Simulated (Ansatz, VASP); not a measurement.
**Ti in VASP and in Ansatz**

Contents of INCAR:

```
SYSTEM = Ti
ALGO = Fast
EDIFF = 1E-6
EDIFFG = -0.01
ENCUT = 600
GGA = PE
IBRION = 2
ISIF = 3
ISMEAR = 0
LASPH = .TRUE.
LCHARG = .FALSE.
LREAL = .FALSE.
LWAVE = .FALSE.
NELM = 100
NSW = 100
PREC = Accurate
SIGMA = 0.1
```

The input KPOINTS:

```
k-points
0
G
  24 24 24
  0 0 0
```

File POSCAR:

```
Ti
1.0
    0.0000000000      2.0564452252      2.0564452252
    2.0564452252      0.0000000000      2.0564452252
    2.0564452252      2.0564452252      0.0000000000
Ti
1
Direct
    0.0000000000      0.0000000000      0.0000000000
```

Input for Ansatz:

```yaml
crystal:
  lattice:
    - [0.0, 2.0564452252, 2.0564452252]
    - [2.0564452252, 0.0, 2.0564452252]
    - [2.0564452252, 2.0564452252, 0.0]
  atoms:
    - { symbol: Ti, position: [0.0, 0.0, 0.0] }
basis:
  ecutwfc: 420
kpoints:
  mp_grid: { grid: [24, 24, 24] }
hamiltonian:
  xc: pbe
scf:
  occupations: { method: gaussian, width: 0.1 }
output:
  forces: true
  stress: true
  eigenvalues: true
  write_density: true
  write_potential: true
  elf: true
  volumetric_format: npy
relax:
  adjacent_minimum: "off"
  f_tol: 0.01
  max_steps: 80
  cell: { stress_tol: 0.05 }
```

Alike in both runs: task relaxation of cell and atoms; functional PBE; k mesh 24 × 24 × 24; occupations gaussian, width 0.1 eV; no spin polarisation.

|  | VASP | Ansatz |
| --- | --- | --- |
| version | VASP 6.6.1 | Ansatz 0.2.0 |
| potentials or method | VASP PAW PBE potentials, release 64 (Ti_sv), cutoff 600 eV | scalar-relativistic, plane waves, PAW |
| valence electrons in the cell | 12 | 12 |

Ansatz gave:

* gap on the k mesh at the Fermi level, each at its own relaxed structure (eV): none
* relaxed volume (Å³/atom): 17.38
* relaxed cell length with the largest relative difference (Å): 2.908

Q: Which values does VASP return?

A: gap on the k mesh at the Fermi level, each at its own relaxed structure (eV): none; relaxed volume (Å³/atom): 17.36; relaxed cell length with the largest relative difference (Å): 2.906.

A gap of «none» marks a metal or a gap that the smearing closes.
